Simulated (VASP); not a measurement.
# PbSe (P1) in VASP: single point with PBE+D3(BJ)

Aim: the single point of PbSe with PBE+D3(BJ).

All numbers are computed with VASP 6.6.1; they aren't measurements. Logs are shortened: lines on timing, memory, paths and dates and some standing lists are left out, and cuts for length are marked.

## 1. The cell of the first run

The typed cell holds 4 atoms: a = 4.339 Å, b = 4.345 Å, c = 7.519 Å, α = 125.31°, β = 90.00°, γ = 90.00°.

## 2. Single point, PBE+D3(BJ)

The input, INCAR:

```
SYSTEM = PbSe
PREC = Accurate ; ENCUT = 520
EDIFF = 1E-7 ; ISMEAR = -1
SIGMA = 0.02 ; LREAL = .False.
LASPH = .True. ; NELM = 100
ALGO = Normal ; ISIF = 2
LWAVE = .False. ; LCHARG = .False.
GGA = PE ; IVDW = 12
NBANDS = 28
```

The input, KPOINTS:

```
regular mesh
0
Gamma
  6 6 2
  0 0 0
```

The input, POSCAR:

```
PbSe
1.0
    4.3082528980      0.0363844481      0.5179552907
    0.0263223768      4.3137056834     -0.5189881957
   -0.7593528097     -3.5825031845      6.5674155696
Pb Se
2 2
Direct
    0.7416998089      1.0108571112      0.7499120784
    0.2418003342      0.0104961336      0.2498844160
    0.2431343594      0.5073838140      0.7489350283
    0.7432104975      0.5073709412      0.2492904772
```

Potentials or basis: VASP PAW PBE potentials, release 64 (Pb_d, Se).

Started as:

```bash
cat potpaw_PBE.64/Pb_d/POTCAR potpaw_PBE.64/Se/POTCAR > POTCAR
mpirun -np 1 vasp_std > vasp.out
```

OUTCAR:

```text
SYSTEM = PbSe
   PREC = Accurate
   ENCUT = 520
   EDIFF = 1E-7
   ISMEAR = -1
   LREAL = .False.
   LASPH = .True.
   NELM = 100
   ISIF = 2
   GGA = PE
   IVDW = 12
 IVDW          = 12

 ion  position               nearest neighbor table
   1  0.742  0.011  0.750-   3 3.06   4 3.06   3 3.07   4 3.07   3 3.07   3 3.08
   2  0.242  0.010  0.250-   4 3.06   3 3.06   4 3.07   4 3.07   3 3.07   4 3.08
   3  0.243  0.507  0.749-   1 3.06   2 3.06   1 3.07   1 3.07   2 3.07   1 3.08
   4  0.743  0.507  0.249-   2 3.06   1 3.06   2 3.07   1 3.07   2 3.07   2 3.08

  LATTYP: Found a triclinic cell.
 ALAT       =     7.5155459688
 B/A-ratio  =     0.5773937217
 C/A-ratio  =     0.5781207887
 COS(alpha) =     0.0000818153
 COS(beta)  =     0.0001747924
 COS(gamma) =     0.5773526686

  Lattice vectors:

 A1 = (  -5.0412833309,   0.6948180508,   5.5304720832)
 A2 = (  -4.3082528980,  -0.0363844481,  -0.5179552907)
 A3 = (  -0.0263223768,  -4.3137056834,   0.5189881957)

Analysis of symmetry for initial positions (statically):
=====================================================================
 Subroutine PRICEL returns:
 Original cell was already a primitive cell.

 Routine SETGRP: Setting up the symmetry group for a
 triclinic supercell.

 Subroutine GETGRP returns: Found  1 space group operations
 (whereof  1 operations were pure point group operations)
 out of a pool of  2 trial point group operations.

The static configuration has the point symmetry C_1 .

Analysis of symmetry for dynamics (positions and initial velocities):
=====================================================================
 Subroutine PRICEL returns:
 Original cell was already a primitive cell.

 Routine SETGRP: Setting up the symmetry group for a
 triclinic supercell.

 Subroutine GETGRP returns: Found  1 space group operations
 (whereof  1 operations were pure point group operations)
 out of a pool of  2 trial point group operations.

The dynamic configuration has the point symmetry C_1 .

 Subroutine INISYM returns: Found  1 space group operations
 (whereof  1 operations are pure point group operations),
 and found     1 'primitive' translations

----------------------------------------------------------------------------------------

                                     Primitive cell

  volume of cell :     115.6980

  direct lattice vectors                    reciprocal lattice vectors
     4.308252898  0.036384448  0.517955291     0.228790727  0.001912092  0.027496807
     0.026322377  4.313705683 -0.518988196    -0.018103415  0.247950762  0.133163115
    -0.759352810 -3.582503185  6.567415570    -0.019474758  0.019443438  0.160621474

  length of vectors
     4.339429057  4.344893363  7.519434355     0.230445063  0.282027887  0.162961871

  position of ions in fractional coordinates (direct lattice)
     0.741699809  0.010857111  0.749912078
     0.241800334  0.010496134  0.249884416
     0.243134359  0.507383814  0.748935028
     0.743210498  0.507370941  0.249290477

  ion indices of the primitive-cell ions
   primitive index   ion index
                 1           1
                 2           2
                 3           3
                 4           4

----------------------------------------------------------------------------------------

 KPOINTS: regular mesh

Automatic generation of k-mesh.
 Grid dimensions read from file:
 generate k-points for:    6    6    2

 Generating k-lattice:

  Cartesian coordinates                     Fractional coordinates (reciprocal lattice)
     0.038131788  0.000318682  0.004582801     0.166666667  0.000000000 -0.000000000
    -0.003017236  0.041325127  0.022193852     0.000000000  0.166666667  0.000000000
    -0.009737379  0.009721719  0.080310737     0.000000000 -0.000000000  0.500000000

  Length of vectors
     0.038407511  0.047004648  0.081480935

  Shift w.r.t. Gamma in fractional coordinates (k-lattice)
     0.000000000  0.000000000  0.000000000

 Subroutine IBZKPT returns following result:
 ===========================================

 Found     40 irreducible k-points:

 Following reciprocal coordinates:
            Coordinates               Weight
  0.000000  0.000000  0.000000      1.000000
  0.166667  0.000000 -0.000000      2.000000
  0.333333 -0.000000  0.000000      2.000000
  0.500000  0.000000  0.000000      1.000000
 -0.000000  0.166667 -0.000000      2.000000
  0.166667  0.166667 -0.000000      2.000000
[... 16 lines left out ...]
  0.333333  0.000000  0.500000      2.000000
  0.500000  0.000000  0.500000      1.000000
 [... further k-points ...]
   k-points           NKPTS =     40   k-points in BZ     NKDIM =     40   number of bands    NBANDS=     28
   number of dos      NEDOS =    301   number of ions     NIONS =      4
   total plane-waves  NPLWV =  57344
   dimension x,y,z NGX =    32 NGY =   32 NGZ =   56
   dimension x,y,z NGXF=    64 NGYF=   64 NGZF=  112
   ions per type =               2   2
   NGX,Y,Z   is equivalent  to a cutoff of  12.26, 12.24, 12.38 a.u.
   NGXF,Y,Z  is equivalent  to a cutoff of  24.52, 24.49, 24.76 a.u.
 SYSTEM =  PbSe
   PREC   = accura    normal or accurate (medium, high low for compatibility)
   ISTART =      0    job   : 0-new  1-cont  2-samecut
   ICHARG =      2    charge: 1-file 2-atom 10-const
   ISPIN  =      1    spin polarized calculation?
   LNONCOLLINEAR =      F non collinear calculations
   LSORBIT =      F    spin-orbit coupling
   LASPH  =      T    aspherical Exc in radial PAW
   ENCUT  =  520.0 eV  38.22 Ry    6.18 a.u.   8.07  8.08 13.98*2*pi/ulx,y,z
   NELM   =    100;   NELMIN=  2; NELMDL= -5     # of ELM steps
   EDIFF  = 0.1E-06   stopping-criterion for ELM
   LREAL  =      F    real-space projection
   EDIFFG = 0.1E-05   stopping-criterion for IOM
   NSW    =      0    number of steps for IOM
   IBRION =     -1    ionic relax: 0-MD 1-quasi-New 2-CG
   NFREE  =      0    steps in history (QN), initial steepest desc. (CG)
   ISIF   =      2    stress and relaxation
   ISYM   =      2    0-nonsym 1-usesym 2-fastsym
   POTIM  = 0.5000    time-step for ionic-motion
   TEBEG  =    0.0;   TEEND  =   0.0 temperature during run
   PSTRESS=    0.0 pullay stress
   NELECT =      40.0000    total number of electrons
   NUPDOWN=      -1.0000    fix difference up-down
   EMIN   =  10.00;   EMAX   =-10.00  energy-range for DOS
   EFERMI =   0.00;   METHOD = LEGACY
   ISMEAR =    -1;   SIGMA  =   0.02  broadening in eV -4-tet -1-fermi 0-gaus
   EFERMI_NEDOS =   21; number of points for ismear=-14 and -15
   IALGO  =     38    algorithm
   IMIX   =      4    mixing-type and parameters
     AMIX     =   0.40;   BMIX     =  1.00
     AMIX_MAG =   1.60;   BMIX_MAG =  1.00
  volume/ion in A,a.u.               =      28.92       195.19
  Fermi-wavevector in a.u.,A,eV,Ry     =   1.148999  2.171293 17.962389  1.320198
  Thomas-Fermi vector in A             =   2.285671
   LORBIT       =      0    0 simple, 1 ext, 2 COOP (PROOUT), +10 PAW based schemes
   GGA     = PE    functional components
   LHFCALC =     F    Hartree Fock is set to
   AEXX    =    0.0000 exact exchange contribution
   IVDW    =    12    specifies the selected vdW correction
   LEPSILON=     F    determine dielectric tensor
   LRPA    =     F    only Hartree local field effects (RPA)
 non-spin polarized calculation
  energy-cutoff  :      520.00
  volume of cell :      115.70
 maximum number of plane-waves:      3176
   NGX = 17   NGY = 17   NGZ = 27

 number of electron      39.9999999 magnetization

 Free energy of the ion-electron system (eV)
  ---------------------------------------------------
  ext. energy  EPLUGINS =         0.00000000
  ---------------------------------------------------
  free energy    TOTEN  =       -16.34971112 eV

  energy without entropy =      -16.34969739  energy(sigma->0) =      -16.34970425

 E-fermi :   5.1176     XC(G=0):  -9.4873

 val. band max:        4.9624130594   @ k =  -0.0000   0.5000  -0.0000
 cond. band min:       5.2736213667   @ k =   0.5000   0.0000   0.5000
 fundamental gap:      0.3112083072
 Fermi energy:         5.1175786793

 k-point     1 :       0.0000    0.0000    0.0000
  band No.  band energies     occupation
      1     -11.9821      2.00000
      2     -11.8812      2.00000
      3     -11.8652      2.00000
      4     -11.8651      2.00000
      5     -11.8635      2.00000
      6     -11.8605      2.00000
[... 20 lines left out ...]
     27      10.9840      0.00000
     28      11.4994      0.00000

 k-point     2 :       0.1667    0.0000   -0.0000
  band No.  band energies     occupation
      1     -11.9668      2.00000
      2     -11.8738      2.00000
      3     -11.8652      2.00000
      4     -11.8642      2.00000
      5     -11.8636      2.00000
      6     -11.8619      2.00000
[... 20 lines left out ...]
     27      10.6978      0.00000
     28      11.3450      0.00000

 k-point     3 :       0.3333   -0.0000    0.0000
  band No.  band energies     occupation
      1     -11.9319      2.00000
      2     -11.8748      2.00000
      3     -11.8720      2.00000
      4     -11.8629      2.00000
      5     -11.8626      2.00000
      6     -11.8566      2.00000
[... 20 lines left out ...]
     27      11.8113      0.00000
     28      11.8734      0.00000

 k-point     4 :       0.5000    0.0000    0.0000
  band No.  band energies     occupation
      1     -11.8975      2.00000
      2     -11.8974      2.00000
      3     -11.8732      2.00000
      4     -11.8731      2.00000
      5     -11.8548      2.00000
      6     -11.8546      2.00000
[... 578 lines left out ...]
     27      10.5193      0.00000
     28      10.5212      0.00000

 k-point    23 :       0.3333    0.0000    0.5000
  band No.  band energies     occupation
      1     -11.8884      2.00000
      2     -11.8883      2.00000
      3     -11.8772      2.00000
      4     -11.8771      2.00000
      5     -11.8611      2.00000
      6     -11.8611      2.00000
[... 20 lines left out ...]
     27      12.1691      0.00000
     28      12.1709      0.00000

 k-point    24 :       0.5000    0.0000    0.5000
  band No.  band energies     occupation
      1     -11.8845      2.00000
      2     -11.8844      2.00000
      3     -11.8838      2.00000
      4     -11.8837      2.00000
      5     -11.8617      2.00000
      6     -11.8616      2.00000
[... 20 lines left out ...]
     27      13.5056      0.00000
     28      13.5056      0.00000

 [... further k-points ...]

------------------------ aborting loop because EDIFF is reached ----------------------------------------

 Edisp (eV)   -1.45994

 E8    (eV) :    -0.6812

  FORCE on cell =-STRESS in cart. coord.  units (eV):
  Direction    XX          YY          ZZ          XY          YZ          ZX
  --------------------------------------------------------------------------------------
  -------------------------------------------------------------------------------------
  Total      -0.02057    -0.02093    -0.01840    -0.00629     0.00175    -0.00033
  in kB      -0.28485    -0.28989    -0.25481    -0.08705     0.02425    -0.00463
  external pressure =       -0.28 kB  Pullay stress =        0.00 kB

 VOLUME and BASIS-vectors are now :
 -----------------------------------------------------------------------------
  energy-cutoff  :      520.00
  volume of cell :      115.70
      direct lattice vectors                 reciprocal lattice vectors
     4.308252898  0.036384448  0.517955291     0.228790727  0.001912092  0.027496807
     0.026322377  4.313705683 -0.518988196    -0.018103415  0.247950762  0.133163115
    -0.759352810 -3.582503185  6.567415570    -0.019474758  0.019443438  0.160621474

 POSITION                                       TOTAL-FORCE (eV/Angst)
 -----------------------------------------------------------------------------------
      2.62627     -2.61274      5.30352         0.000263     -0.000084      0.000115
      0.85226     -0.84114      1.76089         0.000017      0.000288      0.000156
      0.49213     -0.48551      4.78117        -0.000157     -0.000537      0.000554
      3.02599      1.32261      1.75882        -0.000124      0.000333     -0.000825
 -----------------------------------------------------------------------------------
    total drift:                                0.000040      0.000355     -0.000307

  FREE ENERGIE OF THE ION-ELECTRON SYSTEM (eV)
  ---------------------------------------------------
  free  energy   TOTEN  =       -17.8096525671 eV

  energy  without entropy=      -17.8096388387  energy(sigma->0) =      -17.80964570
```

Wall time 60 s (1 thread of Intel Xeon Platinum 8488C (Sapphire Rapids), shared host); peak memory 0.31 GiB.

What came out:

```
Free energy                : -17.8097 eV
Pressure                   : 0.0 GPa
Band gap on the k mesh     : 0.31 eV
Dispersion energy per atom : -0.365 eV
```

Caveat: spin-orbit coupling is left out, which moves the levels of the heavy elements. A k mesh can miss the band edges.
